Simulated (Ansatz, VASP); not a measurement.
## Ge in VASP and in Ansatz

```
Ge
1.0
     3.00370    0.00000    0.00000
    -1.50185    2.60128    0.00000
     0.00000    0.00000    4.92891
Ge
2
Direct
  0.33333 0.66667 0.25000
  0.66667 0.33333 0.75000
```

Alike in both runs: functional PBE; k mesh 16 × 16 × 9; occupations fermi-dirac, width 0.05 eV; no spin polarisation.

Ansatz relaxed the structure, and its values are those at the end. VASP's run is a single point on that final structure, the one shown.

|  | VASP | Ansatz |
| --- | --- | --- |
| version | VASP 6.6.1 | Ansatz 0.2.0 |
| potentials or method | VASP PAW PBE potentials, release 64 (Ge_d), cutoff 520 eV | all-electron LAPW, non-relativistic |

Ansatz gave:

- pressure (GPa): 0.0

Q: What did VASP give for the same quantities?

A: Pressure (GPa): 0.1.

Ansatz ran all-electron here, and VASP with PAW potentials.
